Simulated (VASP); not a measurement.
**Nb: single point with PBEsol**

Crystal: Nb.

```xyz
2
Lattice="2.8338 0.0000 0.0000 -1.4169 2.4542 0.0000 0.0000 0.0000 5.1848" Properties=species:S:1:pos:R:3 pbc="T T T"
Nb    0.0000    1.6361    1.2962
Nb    1.4169    0.8181    3.8886
```

This isn't the form of Nb at room conditions, which is bcc.

```json
{"Program": "VASP 6.6.1", "Task": "single point", "Functional": "PBEsol", "Potentials or basis": "VASP PAW PBE potentials, release 64 (Nb_sv)", "Cutoff": "500 eV", "k mesh": "24 × 24 × 10", "Occupations": "gaussian, width 0.1 eV", "Spin": "no spin polarisation", "Dipole correction": "no", "Further INCAR settings": "ALGO = Normal; EDIFF = 1e-06; NBANDS = 20"}
```

- Pressure: -0.3 GPa
- Band gap on the k mesh: zero (bands 13 and 14 overlap by 3.06 eV)

Levels at points of the mesh, in eV from the Fermi level:
| k point | band 11 | band 12 | band 13 | band 14 | band 15 | band 16 |
| --- | --- | --- | --- | --- | --- | --- |
| (0.00, 0.00, 0.00) | -1.05 | 0.31 | 0.31 | 0.51 | 0.77 | 0.77 |
| (0.50, 0.00, 0.00) | -3.42 | -0.58 | 0.33 | 0.38 | 0.73 | 4.63 |
| (0.00, 0.00, 0.50) | -1.30 | -1.30 | 0.37 | 0.37 | 0.37 | 0.37 |
| (0.50, 0.00, 0.50) | -2.52 | -2.52 | 2.18 | 2.18 | 2.27 | 2.27 |

Wall time 5.9 min on 1 thread of Intel Xeon 8259CL, on a shared host, peak memory 0.31 GiB.

Caveat: the PAW data sets were made with another functional, which shifts forces and pressure a little.
